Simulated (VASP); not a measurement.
# As (P-3m1) in VASP: further runs, part 2 of 2

VASP 6.6.1. Earlier steps stand in the parts before.

### Step 3. Relaxation of cell and atoms, PBE

Input file INCAR:

```
SYSTEM = As
ALGO = Normal
EDIFF = 1E-6
EDIFFG = -0.04
ENCUT = 600
GGA = PE
IBRION = 2
ISIF = 3
ISMEAR = 0
LASPH = .TRUE.
LCHARG = .FALSE.
LREAL = .FALSE.
LWAVE = .FALSE.
NELM = 60
NSW = 90
PREC = Accurate
SIGMA = 0.1
```

Input file KPOINTS:

```
k-points
0
G
  6 6 6
  0 0 0
```

Input file POSCAR:

```
As
1.0
    4.0507886500      0.0000000000      0.0000000000
   -2.0253943200      3.5080858800      0.0000000000
    0.0000000000      0.0000000000      3.2172438300
As
2
Direct
    0.6666666700      0.3333333300      0.4478663400
    0.3333333300      0.6666666700      0.5521336600
```

Potentials or basis: VASP PAW PBE potentials, release 64 (As).

Run with:

```
cat potpaw_PBE.64/As/POTCAR > POTCAR
mpirun -np 1 vasp_std > vasp.out
```

OUTCAR:

```text
SYSTEM = As
   EDIFF = 1E-6
   EDIFFG = -0.04
   ENCUT = 600
   GGA = PE
   IBRION = 2
   ISIF = 3
   ISMEAR = 0
   LASPH = .TRUE.
   LREAL = .FALSE.
   NELM = 60
   NSW = 90
   PREC = Accurate

 ion  position               nearest neighbor table
   1  0.667  0.333  0.448-   2 2.36   2 2.36   2 2.36
   2  0.333  0.667  0.552-   1 2.36   1 2.36   1 2.36

  LATTYP: Found a hexagonal cell.
 ALAT       =     4.0507886500
 C/A-ratio  =     0.7942265341

  Lattice vectors:

 A1 = (   4.0507886500,   0.0000000000,   0.0000000000)
 A2 = (  -2.0253943200,   3.5080858800,   0.0000000000)
 A3 = (   0.0000000000,   0.0000000000,   3.2172438300)

Analysis of symmetry for initial positions (statically):
=====================================================================
 Subroutine PRICEL returns:
 Original cell was already a primitive cell.

 Routine SETGRP: Setting up the symmetry group for a
 hexagonal supercell.

 Subroutine GETGRP returns: Found 12 space group operations
 (whereof 12 operations were pure point group operations)
 out of a pool of 24 trial point group operations.

The static configuration has the point symmetry D_3d.

Analysis of symmetry for dynamics (positions and initial velocities):
=====================================================================
 Subroutine PRICEL returns:
 Original cell was already a primitive cell.

 Routine SETGRP: Setting up the symmetry group for a
 hexagonal supercell.

 Subroutine GETGRP returns: Found 12 space group operations
 (whereof 12 operations were pure point group operations)
 out of a pool of 24 trial point group operations.

The dynamic configuration has the point symmetry D_3d.

 Subroutine INISYM returns: Found 12 space group operations
 (whereof 12 operations are pure point group operations),
 and found     1 'primitive' translations

----------------------------------------------------------------------------------------

                                     Primitive cell

  volume of cell :      45.7187

  direct lattice vectors                    reciprocal lattice vectors
     4.050788650  0.000000000  0.000000000     0.246865509  0.142527867  0.000000000
    -2.025394320  3.508085880  0.000000000     0.000000000  0.285055735  0.000000000
     0.000000000  0.000000000  3.217243830     0.000000000  0.000000000  0.310825058

  length of vectors
     4.050788650  4.050788651  3.217243830     0.285055735  0.285055735  0.310825058

  position of ions in fractional coordinates (direct lattice)
     0.666666670  0.333333330  0.447866340
     0.333333330  0.666666670  0.552133660

  ion indices of the primitive-cell ions
   primitive index   ion index
                 1           1
                 2           2

----------------------------------------------------------------------------------------

 KPOINTS: k-points

Automatic generation of k-mesh.
 Grid dimensions read from file:
 generate k-points for:    6    6    6

 Generating k-lattice:

  Cartesian coordinates                     Fractional coordinates (reciprocal lattice)
     0.041144251  0.023754645  0.000000000     0.166666667  0.000000000  0.000000000
[... 54 lines left out ...]
   LNONCOLLINEAR =      F non collinear calculations
   LSORBIT =      F    spin-orbit coupling
   LASPH  =      T    aspherical Exc in radial PAW
   ENCUT  =  600.0 eV  44.10 Ry    6.64 a.u.   8.09  8.09  6.43*2*pi/ulx,y,z
   NELM   =     60;   NELMIN=  2; NELMDL= -5     # of ELM steps
   EDIFF  = 0.1E-05   stopping-criterion for ELM
   LREAL  =      F    real-space projection
   EDIFFG = -.4E-01   stopping-criterion for IOM
   NSW    =     90    number of steps for IOM
   IBRION =      2    ionic relax: 0-MD 1-quasi-New 2-CG
   NFREE  =      1    steps in history (QN), initial steepest desc. (CG)
   ISIF   =      3    stress and relaxation
   ISYM   =      2    0-nonsym 1-usesym 2-fastsym
   POTIM  = 0.5000    time-step for ionic-motion
   TEBEG  =    0.0;   TEEND  =   0.0 temperature during run
   PSTRESS=    0.0 pullay stress
   NELECT =      10.0000    total number of electrons
   NUPDOWN=      -1.0000    fix difference up-down
   EMIN   =  10.00;   EMAX   =-10.00  energy-range for DOS
   EFERMI =   0.00;   METHOD = LEGACY
   ISMEAR =     0;   SIGMA  =   0.10  broadening in eV -4-tet -1-fermi 0-gaus
   EFERMI_NEDOS =   21; number of points for ismear=-14 and -15
   IALGO  =     38    algorithm
   IMIX   =      4    mixing-type and parameters
     AMIX     =   0.40;   BMIX     =  1.00
     AMIX_MAG =   1.60;   BMIX_MAG =  1.00
  volume/ion in A,a.u.               =      22.86       154.26
  Fermi-wavevector in a.u.,A,eV,Ry     =   0.986378  1.863985 13.237685  0.972942
  Thomas-Fermi vector in A             =   2.117755
   LORBIT       =      0    0 simple, 1 ext, 2 COOP (PROOUT), +10 PAW based schemes
   GGA     = PE    functional components
   LHFCALC =     F    Hartree Fock is set to
   AEXX    =    0.0000 exact exchange contribution
   IVDW    =     0    specifies the selected vdW correction
   LEPSILON=     F    determine dielectric tensor
   LRPA    =     F    only Hartree local field effects (RPA)
 conjugate gradient relaxation of ions
 non-spin polarized calculation
 Gauss-broadening in eV      SIGMA  =   0.10
  energy-cutoff  :      600.00
  volume of cell :       45.72
 maximum number of plane-waves:      1555
   NGX = 17   NGY = 17   NGZ = 13

--------------------------------------- Ionic step        1  -------------------------------------------

 number of electron      10.0000000 magnetization

 Free energy of the ion-electron system (eV)
  ---------------------------------------------------
  ext. energy  EPLUGINS =         0.00000000
  ---------------------------------------------------
  free energy    TOTEN  =        -8.00998073 eV

  energy without entropy =       -8.00542801  energy(sigma->0) =       -8.00770437

------------------------ aborting loop because EDIFF is reached ----------------------------------------

  FORCE on cell =-STRESS in cart. coord.  units (eV):
  Direction    XX          YY          ZZ          XY          YZ          ZX
  --------------------------------------------------------------------------------------
  -------------------------------------------------------------------------------------
  Total        6.3221615      6.3221615     -0.8026044      0.0000000      0.0000000     -0.0000000
  in kB      221.5554263    221.5554268    -28.1266703      0.0000003      0.0000000     -0.0000000
  external PRESSURE =     138.3280610 kB  Pullay stress =       0.0000000 kB
[... 89 lines left out ...]
  FREE ENERGIE OF THE ION-ELECTRON SYSTEM (eV)
  ---------------------------------------------------
  free  energy   TOTEN  =        -8.6243283110 eV

  energy  without entropy=       -8.6166776604  energy(sigma->0) =       -8.62050299

[... ionic steps 4 to 17 ...]

--------------------------------------- Ionic step       18  -------------------------------------------

 number of electron       9.9999999 magnetization

------------------------ aborting loop because EDIFF is reached ----------------------------------------
[... 67 lines left out ...]
--------------------------------------- Ionic step       20  -------------------------------------------

 number of electron       9.9999998 magnetization

 Free energy of the ion-electron system (eV)
  ---------------------------------------------------
  ext. energy  EPLUGINS =         0.00000000
  ---------------------------------------------------
  free energy    TOTEN  =        -8.92040136 eV

  energy without entropy =       -8.92017460  energy(sigma->0) =       -8.92028798

 E-fermi :   3.8146     XC(G=0):  -8.9804

 val. band max:        3.6298557423   @ k =   0.1667   0.0000   0.3333
 cond. band min:       3.9939271913   @ k =   0.0000   0.0000   0.3333
 fundamental gap:      0.3640714490
 Fermi energy:         3.8146191241

 k-point     1 :       0.0000    0.0000    0.0000
  band No.  band energies     occupation
      1     -10.4173      2.00000
      2      -5.4667      2.00000
      3      -0.5440      2.00000
      4      -0.5440      2.00000
      5       3.5975      1.99786
      6       3.5975      1.99786
      7       8.1819      0.00000
      8       8.2938      0.00000
      9      11.7083      0.00000
[... 265 lines left out ...]
 k-point    24 :       0.1667    0.1667    0.3333
  band No.  band energies     occupation
      1      -8.0013      2.00000
      2      -4.9838      2.00000
      3       0.2982      2.00000
      4       0.3721      2.00000
      5       2.2246      2.00000
      6       3.1889      2.00000
      7       5.3596      0.00000
      8       7.2380      0.00000
      9       9.9772      0.00000

 [... further k-points ...]
[... 5 lines left out ...]
  --------------------------------------------------------------------------------------
  -------------------------------------------------------------------------------------
  Total        0.0375659      0.0375659      0.0575598      0.0000000      0.0000000     -0.0000000
  in kB        1.1690318      1.1690318      1.7912312      0.0000000      0.0000000     -0.0000000
  external PRESSURE =       1.3764316 kB  Pullay stress =       0.0000000 kB
[... 17 lines left out ...]
  FREE ENERGIE OF THE ION-ELECTRON SYSTEM (eV)
  ---------------------------------------------------
  free  energy   TOTEN  =        -8.9204013620 eV

  energy  without entropy=       -8.9201745999  energy(sigma->0) =       -8.92028798

 reached required accuracy - stopping structural energy minimisation
```

OSZICAR:

```text
N       E                     dE             d eps       ncg     rms          rms(c)
DAV:   1     0.381299720945E+02    0.38130E+02   -0.47060E+03   612   0.103E+03
DAV:   2    -0.660247791474E+01   -0.44732E+02   -0.43685E+02   926   0.133E+02
DAV:   3    -0.805835511556E+01   -0.14559E+01   -0.14532E+01   722   0.295E+01
[... 169 lines left out ...]
DAV:   2    -0.892357383861E+01    0.48326E-02   -0.15484E-02   727   0.900E-01    0.218E-01
DAV:   3    -0.892034926378E+01    0.32246E-02   -0.74926E-03   643   0.538E-01    0.204E-02
DAV:   4    -0.892038624395E+01   -0.36980E-04   -0.28540E-04   660   0.118E-01    0.172E-02
DAV:   5    -0.892040048637E+01   -0.14242E-04   -0.18289E-05   647   0.274E-02    0.304E-03
DAV:   6    -0.892040136202E+01   -0.87565E-06   -0.75272E-07   579   0.574E-03
  20 F= -.89204014E+01 E0= -.89202880E+01  d E =-.152320E-02
```

CONTCAR:

```text
As
   1.00000000000000
     4.6742665280918443    0.0000000009228005   -0.0000000000000000
    -2.3371332574771775    4.0480335624341626    0.0000000000000000
    -0.0000000000000000   -0.0000000000000000    2.7209488536153610
  As
     2
Direct
     0.6666666699999979    0.3333333300000021    0.4990489176256909
     0.3333333300000021    0.6666666699999979    0.5009510823743093

  0.00000000E+00  0.00000000E+00  0.00000000E+00
  0.00000000E+00  0.00000000E+00  0.00000000E+00
```

It took 4.7 min on 1 thread of Intel Xeon 8259CL, shared host; peak memory 0.18 GiB.

What came out:

```yaml
Free_energy: -8.9204 eV
Relaxed_volume: 25.74 Å³/atom
Relaxed_cell: a = 4.674 Å, b = 4.674 Å, c = 2.721 Å, α = 90.00°, β = 90.00°, γ = 120.00°
Space_group_after_relaxing_to_0.05_Å: P6/mmm (No. 191)
Energy_gained_by_relaxing: 455.2 meV/atom
Ionic_steps: 20
Pressure_after_relaxing: 0.1 GPa
Largest_force_after_relaxing: 0.006 eV/Å
Band_gap_on_the_k_mesh: zero (band 5 reaches 5.40 eV, above the bottom of band 6 at 1.90 eV)
```

Forces in eV/Å, atoms in the order of the input:
```
As   0.000  0.000  0.006
As   0.000  0.000 -0.006
```

Step by step:
| step | energy change (eV) | largest force (eV/Å) | pressure (GPa) | volume (Å³) |
| --- | --- | --- | --- | --- |
| 1 | 0.0000 | 0.6967 | 13.83 | 45.72 |
| 2 | -0.5367 | 0.3987 | -6.04 | 59.55 |
| 3 | -0.6143 | 0.1425 | -2.27 | 55.10 |
| 4 | -0.6150 | 0.1718 | -2.61 | 55.44 |
| 5 | -0.7212 | 0.3072 | -1.62 | 53.10 |
| 6 | -0.7419 | 0.2681 | -0.62 | 52.29 |
| 7 | -0.7991 | 0.2877 | 0.95 | 50.63 |
| 8 | -0.6932 | 0.3687 | 5.40 | 47.17 |
| 9 | -0.8340 | 0.3374 | 2.14 | 49.64 |
| 10 | -0.8342 | 0.3591 | 3.01 | 49.13 |
| 11 | -0.8360 | 0.3498 | 2.61 | 49.36 |
| 12 | -0.7835 | 0.3417 | 1.23 | 51.32 |
| 13 | -0.8476 | 0.3665 | 2.08 | 49.92 |
| 14 | -0.8684 | 0.3016 | -1.48 | 52.80 |
| 15 | -0.8701 | 0.3158 | -0.78 | 52.16 |
| 16 | -0.8830 | 0.2565 | -0.60 | 52.02 |
| 17 | -0.9058 | 0.0919 | -0.10 | 51.62 |
| 18 | -0.9089 | 0.0163 | 0.14 | 51.42 |
| 19 | -0.9001 | 0.0252 | 0.29 | 51.64 |
| 20 | -0.9104 | 0.0062 | 0.14 | 51.48 |

Final structure:
```
CELL_PARAMETERS angstrom
4.67427 0.00000 0.00000
-2.33713 4.04803 0.00000
0.00000 0.00000 2.72095
ATOMIC_POSITIONS crystal
As 0.66667 0.33333 0.49905
As 0.33333 0.66667 0.50095
```

Levels at points of the mesh, in eV from the Fermi level:
```
           k point  band 1  band 2  band 3  band 4  band 5  band 6  band 7  band 8  band 9
(0.00, 0.00, 0.00)  -14.23   -9.28   -4.36   -4.36   -0.22   -0.22    4.37    4.48    7.89
(0.50, 0.00, 0.00)  -13.09  -11.73   -5.16   -3.39    1.59    2.89    5.27    5.40    6.45
(0.00, 0.00, 0.50)  -11.14   -6.31   -5.85   -2.34   -1.91   -1.91    2.54    2.54    5.50
(0.50, 0.00, 0.50)   -9.98   -8.58   -5.27   -4.10   -2.63   -0.40    4.19    4.44    4.71
```

Caveat: this functional lacks dispersion, which binds the layers, so the pressure and a relaxed spacing across them are unreliable.
